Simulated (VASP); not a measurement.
# Ge (I4_1/amd) in VASP: vibrations by perturbation theory with PBE

Aim: the vibrations by perturbation theory of Ge with PBE.

All numbers are computed with VASP 6.6.1; they aren't measurements. Logs are shortened: lines on timing, memory, paths and dates and some standing lists are left out, and cuts for length are marked.

**1. The cell of the first run**

The structure is tetragonal, space group I4_1/amd (No. 141). The conventional cell has a = 4.965 Å, b = 4.965 Å, c = 2.720 Å, α = 90.00°, β = 90.00°, γ = 90.00°. Ge (site symmetry -4m2) has 10 Ge at 2.57 to 3.21 Å within 3.4 Å.

**2. Vibrations by perturbation theory, PBE**

Input file INCAR:

```
  PREC = Accurate
  ENCUT = 520
  EDIFF = 1E-8
  ISMEAR = -1
  SIGMA = 0.1
  LREAL = False
  LASPH = True
  NELM = 100
  ALGO = Normal
  ISIF = 2
  LWAVE = False
  LCHARG = False
  GGA = PE
  NBANDS = 21
  IBRION = 8
  NSW = 1
```

Input file KPOINTS:

```
regular mesh
0
Gamma
  18 18 18
```

Input file POSCAR:

```
Ge
1.0
   -2.4825491755      2.4825491755      1.3598015795
    2.4825491755     -2.4825491755      1.3598015795
    2.4825491755      2.4825491755     -1.3598015795
Ge
2
Direct
    0.2500000000      0.7500000000      0.5000000000
    0.5000000000      0.5000000000      0.0000000000
```

Potentials or basis: VASP PAW PBE potentials, release 64 (Ge_d).

Started as:

```sh
cat potpaw_PBE.64/Ge_d/POTCAR > POTCAR
mpirun -np 1 vasp_std > vasp.out
```

OUTCAR:

```text
PREC = Accurate
   ENCUT = 520
   EDIFF = 1E-8
   ISMEAR = -1
   LREAL = False
   LASPH = True
   NELM = 100
   ISIF = 2
   GGA = PE
   IBRION = 8
   NSW = 1

 ion  position               nearest neighbor table
   1  0.250  0.750  0.500-   2 2.57   2 2.57   2 2.57   2 2.57
   2  0.500  0.500  0.000-   1 2.57   1 2.57   1 2.57   1 2.57

  LATTYP: Found a body centered tetragonal cell.
 ALAT       =     4.9650983510
 C/A-ratio  =     0.5477440660

  Lattice vectors:

 A1 = (  -2.4825491755,   2.4825491755,   1.3598015795)
 A2 = (   2.4825491755,  -2.4825491755,   1.3598015795)
 A3 = (   2.4825491755,   2.4825491755,  -1.3598015795)

Analysis of symmetry for initial positions (statically):
=====================================================================
 Subroutine PRICEL returns:
 Original cell was already a primitive cell.

 Routine SETGRP: Setting up the symmetry group for a
 body centered tetragonal supercell.

 Subroutine GETGRP returns: Found 16 space group operations
 (whereof  8 operations were pure point group operations)
 out of a pool of 16 trial point group operations.

The static configuration has the point symmetry D_2d.
 The point group associated with its full space group is D_4h.

Analysis of symmetry for dynamics (positions and initial velocities):
=====================================================================
 Subroutine PRICEL returns:
 Original cell was already a primitive cell.

 Routine SETGRP: Setting up the symmetry group for a
 body centered tetragonal supercell.

 Subroutine GETGRP returns: Found 16 space group operations
 (whereof  8 operations were pure point group operations)
 out of a pool of 16 trial point group operations.

The dynamic configuration has the point symmetry D_2d.
 The point group associated with its full space group is D_4h.

 Subroutine INISYM returns: Found 16 space group operations
 (whereof  8 operations are pure point group operations),
 and found     1 'primitive' translations

----------------------------------------------------------------------------------------

                                     Primitive cell

  volume of cell :      33.5221

  direct lattice vectors                    reciprocal lattice vectors
    -2.482549175  2.482549175  1.359801580     0.000000000  0.201405879  0.367700705
     2.482549175 -2.482549175  1.359801580     0.201405879  0.000000000  0.367700705
     2.482549175  2.482549175 -1.359801580     0.201405879  0.201405879  0.000000000

  length of vectors
     3.764991521  3.764991521  3.764991521     0.419247107  0.419247107  0.284830926

  position of ions in fractional coordinates (direct lattice)
     0.250000000  0.750000000  0.500000000
     0.500000000  0.500000000  0.000000000

  ion indices of the primitive-cell ions
   primitive index   ion index
                 1           1
                 2           2

----------------------------------------------------------------------------------------

 KPOINTS: regular mesh

Automatic generation of k-mesh.
 Grid dimensions read from file:
 generate k-points for:   18   18   18

 Generating k-lattice:

  Cartesian coordinates                     Fractional coordinates (reciprocal lattice)
     0.000000000  0.011189216  0.020427817     0.055555556 -0.000000000  0.000000000
     0.011189216  0.000000000  0.020427817    -0.000000000  0.055555556  0.000000000
     0.011189216  0.011189216  0.000000000     0.000000000  0.000000000  0.055555556

[... 86 lines left out ...]
   LRPA    =     F    only Hartree local field effects (RPA)
 non-spin polarized calculation
  energy-cutoff  :      520.00
  volume of cell :       33.52
 maximum number of plane-waves:       933
   NGX = 13   NGY = 13   NGZ = 13

--------------------------------------- Ionic step        1  -------------------------------------------

 number of electron      27.9999991 magnetization

 Free energy of the ion-electron system (eV)
  ---------------------------------------------------
  ext. energy  EPLUGINS =         0.00000000
  ---------------------------------------------------
  free energy    TOTEN  =        -8.39968272 eV

  energy without entropy =       -8.37681735  energy(sigma->0) =       -8.38825004

 E-fermi :   7.9820     XC(G=0): -11.8354

 val. band max:        7.9752231002   @ k =  -0.3333  -0.4444   0.1111
 cond. band min:       7.9934124274   @ k =   0.3333   0.1667   0.0000
 fundamental gap:      0.0181893271
 Fermi energy:         7.9819933151

 k-point     1 :       0.0000    0.0000    0.0000
  band No.  band energies     occupation
      1     -16.9179      2.00000
      2     -16.8478      2.00000
      3     -16.8237      2.00000
      4     -16.8091      2.00000
      5     -16.6743      2.00000
      6     -16.6742      2.00000
[... 565 lines left out ...]
     20      18.6650      0.00000
     21      19.1853      0.00000

 [... further k-points ...]

------------------------ aborting loop because EDIFF is reached ----------------------------------------

  FORCE on cell =-STRESS in cart. coord.  units (eV):
  Direction    XX          YY          ZZ          XY          YZ          ZX
  --------------------------------------------------------------------------------------
  -------------------------------------------------------------------------------------
  Total        2.7905831      2.7905831      2.7969266      0.0000000     -0.0000000      0.0000000
  in kB      133.3749552    133.3749552    133.6781420      0.0000000     -0.0000000      0.0000000
  external PRESSURE =     133.4760175 kB  Pullay stress =       0.0000000 kB

 VOLUME and BASIS-vectors are now :
 -----------------------------------------------------------------------------
  energy-cutoff  :      520.00
  volume of cell :       33.52
      direct lattice vectors                 reciprocal lattice vectors
    -2.482549175  2.482549175  1.359801580     0.000000000  0.201405879  0.367700705
     2.482549175 -2.482549175  1.359801580     0.201405879  0.000000000  0.367700705
     2.482549175  2.482549175 -1.359801580     0.201405879  0.201405879  0.000000000

 POSITION                                       TOTAL-FORCE (eV/Angst)
 -----------------------------------------------------------------------------------
      2.48255      0.00000      0.67990         0.000000      0.000000      0.000000
      0.00000      0.00000      1.35980        -0.000000     -0.000000     -0.000000
 -----------------------------------------------------------------------------------
    total drift:                                0.000000     -0.000000      0.000000

  FREE ENERGIE OF THE ION-ELECTRON SYSTEM (eV)
  ---------------------------------------------------
  free  energy   TOTEN  =        -8.3996827249 eV

  energy  without entropy=       -8.3768173486  energy(sigma->0) =       -8.38825004

[... ionic steps 2 to 3 ...]

--------------------------------------- Ionic step        4  -------------------------------------------

------------------------ aborting loop because EDIFF is reached ----------------------------------------

[... ionic steps 5 to 5 ...]

--------------------------------------- Ionic step        6  -------------------------------------------

 Free energy of the ion-electron system (eV)
  ---------------------------------------------------
  ---------------------------------------------------
  free energy    TOTEN  =        -0.18170879 eV

  energy without entropy =       -0.18170878

------------------------ aborting loop because EDIFF is reached ----------------------------------------

 INTERNAL STRAIN TENSOR  FOR ION    1  DIRECTION 3   (eV/Angst):
 -----------------------------------------------------------------------------
     3.78353  0.00000  0.00000
     0.00000 -3.78830  0.00000
     0.00000  0.00000 -0.00177

 INTERNAL STRAIN TENSOR FOR ION    2 for displacements in x,y,z  (eV/Angst):
          X           Y           Z          XY          YZ          ZX
  --------------------------------------------------------------------------------
  x     0.00000     0.00000     0.00000     0.00000     0.00000    -2.23045
  y     0.00000     0.00000     0.00000     0.00000     2.10072     0.00000
  z    -3.78591     3.78591     0.00000     0.00000     0.00000     0.00000

 SECOND DERIVATIVES (NOT SYMMETRIZED)
 ------------------------------------
               1X          1Y          1Z          2X          2Y          2Z
  1X    -6.394872    0.000000    0.000000    6.394872    0.000000    0.000000
  1Y     0.000000   -6.394872    0.000000    0.000000    6.394872    0.000000
  1Z     0.000000    0.000000   -0.868735    0.000000    0.000000    0.868735
  2X     6.394872    0.000000    0.000000   -6.394872    0.000000    0.000000
  2Y     0.000000    6.394872    0.000000    0.000000   -6.394872    0.000000
  2Z     0.000000    0.000000    0.868735    0.000000    0.000000   -0.868735

 Eigenvectors and eigenvalues of the dynamical matrix
 ----------------------------------------------------

   1 f  =    6.561203 THz    41.225251 2PiTHz  218.858159 cm-1    27.134941 meV
             X         Y         Z           dx          dy          dz
      2.482549  0.000000  0.679901    -0.707107    0.000000    0.000000
      0.000000  0.000000  1.359802     0.707107   -0.000000    0.000000
[... 11 lines left out ...]
   4 f  =    0.000000 THz     0.000000 2PiTHz    0.000001 cm-1     0.000000 meV
             X         Y         Z           dx          dy          dz
      2.482549  0.000000  0.679901     0.632219    0.303997   -0.088801
      0.000000  0.000000  1.359802     0.632219    0.303997   -0.088801

   5 f/i=    0.000000 THz     0.000000 2PiTHz    0.000001 cm-1     0.000000 meV
             X         Y         Z           dx          dy          dz
      2.482549  0.000000  0.679901     0.118182   -0.042513    0.695863
      0.000000  0.000000  1.359802     0.118182   -0.042513    0.695863

   6 f/i=    0.000000 THz     0.000001 2PiTHz    0.000003 cm-1     0.000000 meV
             X         Y         Z           dx          dy          dz
      2.482549  0.000000  0.679901     0.293824   -0.637008   -0.088819
      0.000000  0.000000  1.359802     0.293824   -0.637008   -0.088819

--------------------------------------------------------------------------------------------------------

 ELASTIC MODULI CONTR FROM IONIC RELAXATION (kBar)
 Direction    XX          YY          ZZ          XY          YZ          ZX
 --------------------------------------------------------------------------------
 XX        -788.5585    788.5585      0.0000      0.0000      0.0000     -0.0000
 YY         788.5585   -788.5585      0.0000      0.0000     -0.0000      0.0000
 ZZ           0.0000      0.0000      0.0000      0.0000      0.0000      0.0000
 XY           0.0000      0.0000      0.0000      0.0000      0.0000      0.0000
 YZ           0.0000     -0.0000      0.0000      0.0000    -32.9825     -0.0000
 ZX          -0.0000      0.0000      0.0000      0.0000     -0.0000    -37.1820
 --------------------------------------------------------------------------------
```

It took 33 min on 1 thread of AMD EPYC 9R45 (Zen 5), shared host; peak memory 1.8 GiB.

What came out:

- Highest phonon frequency at Γ: 219 cm⁻¹

Phonon frequencies in cm⁻¹ (negative: imaginary):
```csv
q point,frequencies
"(0.000, 0.000, 0.000)",0 0 0 81 219 219
```

Caveat: the cell wasn't relaxed at this level first, which shifts response properties.
